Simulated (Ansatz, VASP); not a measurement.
**Mg6TiW: VASP beside Ansatz**

```
W Ti Mg
1.0
     4.80940    0.00000    0.00000
     0.00000    3.00156    5.52051
     0.00000   -3.00156    5.52051
W Ti Mg
1 1 6
Direct
  0.50000 0.69781 0.69781
  0.00000 0.80011 0.80011
  0.50000 0.17307 0.17307
  0.50000 0.68134 0.16892
  0.50000 0.16892 0.68134
  0.00000 0.32821 0.32821
  0.00000 0.81579 0.33475
  0.00000 0.33475 0.81579
```

Alike in both runs: task single point; functional PBE; k mesh 6 × 5 × 5; occupations fermi-dirac, width 0.05 eV; no spin polarisation.

```csv
,VASP,Ansatz
version,VASP 6.6.1,Ansatz 0.2.0
potentials or method,"VASP PAW PBE potentials, release 64 (W_sv, Ti_sv, Mg)",Ansatz PAW
plane-wave cutoff (eV),520,420
valence electrons in the cell,38,86
```

```tsv
	VASP	Ansatz	Ansatz less VASP
gap on the k mesh at the Fermi level (eV)	none	none	-
pressure (GPa)	-0.1	0.0	+0.10
traceless stress, the component that is largest in VASP (GPa)	0.13	0.15	+0.016
rms of the force components (eV/Å)	0.010	0.013	+0.0025
```

Atom by atom the forces differ by 0.003 eV/Å (rms over components). A gap of «none» marks a metal or a gap that the smearing closes. The functional is the same, so the differences come from potentials, cutoffs and numerics. VASP's potentials hold 38 valence electrons a cell and Ansatz's 86, so a difference there can come from the potentials and not from the codes.

Spin-orbit coupling is off throughout.
